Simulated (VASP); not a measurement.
As2Pt, 12 atoms in the cell. Symmetry: Pa-3, No. 205, cubic system. The conventional cell has a = 6.058 Å, b = 6.058 Å, c = 6.058 Å, α = 90.00°, β = 90.00°, γ = 90.00°. As (site symmetry 3) has 1 As at 2.45 Å and 3 Pt at 2.53 Å within 3.2 Å. Within 3.3 Å of Pt (site symmetry -3) lie 6 As at 2.53 Å. 

```yaml
Program: VASP 6.6.1
Task: single point
Functional: PBE
Potentials_or_basis: VASP PAW PBE potentials, release 64 (As, Pt)
Cutoff: 500 eV
k_mesh: 6 × 6 × 6
Occupations: gaussian, width 0.02 eV
Spin: no spin polarisation
Dipole_correction: no
Further_INCAR_settings: ALGO = Normal; EDIFF = 1e-06; NBANDS = 52
```

Potentials or basis: VASP PAW PBE potentials, release 64 (As, Pt).

The run is started by

```sh
$ cat potpaw_PBE.64/As/POTCAR potpaw_PBE.64/Pt/POTCAR > POTCAR
$ mpirun -np 1 vasp_std > vasp.out
```

Hardware: 1 thread of AMD EPYC 9R45 96-Core Processor (Zen 5), on a shared host.

**Question.** How long does it take, and how much memory?

**Answer.** Run time: 2.6 min on 1 thread of AMD EPYC 9R45 96-Core Processor (Zen 5) (shared host), peak memory 0.41 GiB. Counts: scf iterations 13, k points 24.
